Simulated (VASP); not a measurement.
LiMg, 2 atoms in the cell. The structure is cubic, space group Pm-3m (No. 221). The conventional cell has a = 3.504 Å, b = 3.504 Å, c = 3.504 Å, α = 90.00°, β = 90.00°, γ = 90.00°. Li (site symmetry m-3m) has 8 Mg at 3.03 Å and 6 Li at 3.50 Å within 4.0 Å. Within 4.0 Å of Mg (site symmetry m-3m) lie 8 Li at 3.03 Å and 6 Mg at 3.50 Å. 

- Program: VASP 6.6.1
- Task: single point
- Functional: r2SCAN
- Potentials or basis: VASP PAW PBE potentials, release 64 (Li_sv, Mg)
- Cutoff: 520 eV
- k mesh: 7 × 7 × 7
- Occupations: fermi-dirac, width 0.1 eV
- Spin: no spin polarisation
- Dipole correction: no
- Further INCAR settings: ALGO = Normal; EDIFF = 1e-06; NBANDS = 10

Potentials or basis: VASP PAW PBE potentials, release 64 (Li_sv, Mg).

The run is started by

```sh
$ cat potpaw_PBE.64/Li_sv/POTCAR potpaw_PBE.64/Mg/POTCAR > POTCAR
$ cp INCAR.step1 INCAR
$ mpirun -np 1 vasp_std > vasp.out
$ cp INCAR.step2 INCAR
$ mpirun -np 1 vasp_std > vasp.out
```

Hardware: 1 thread of Intel Xeon 8259CL, on a shared host.

Problem. How long does it take, and how much memory?

Solution. Wall time 54 s on 1 thread of Intel Xeon 8259CL (shared host), peak memory 0.16 GiB. Counts: k points 20.
